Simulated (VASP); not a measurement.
The system is Se.

```
Se
1.0
     4.33690    0.00000    0.00000
    -2.16845    3.75586    0.00000
     0.00000    0.00000    4.92035
Se
3
Direct
  0.77460 0.77460 0.00000
  0.00000 0.22540 0.66667
  0.22540 0.00000 0.33333
```

Base run:

| Item | Value |
| --- | --- |
| Program | VASP 6.6.1 |
| Functional | r2SCAN |
| Potentials or basis | VASP PAW PBE potentials, release 64 (Se) |
| Cutoff | 520 eV |
| k mesh | 7 × 7 × 6 |
| Occupations | fermi-dirac, width 0.05 eV |
| Spin | no spin polarisation |

Its results: band gap on the k mesh 1.44 eV, indirect (least direct gap 1.73 eV); pressure 2.6 GPa; largest force 0.266 eV/Å.

Task: The run is repeated on the same cell with these changes: functional from r2SCAN to PBEsol; further incar settings from ALGO = Normal; EDIFF = 1e-06; NBANDS = 16 to ALGO = Normal; EDIFF = 1e-07; NBANDS = 16. What comes out?

Result: Band gap on the k mesh 1.12 eV, indirect (least direct gap 1.46 eV); pressure 1.6 GPa; largest force 0.553 eV/Å.

Caveats: the PAW data sets were made with another functional, which shifts forces and pressure a little.

A k mesh can miss the band edges.
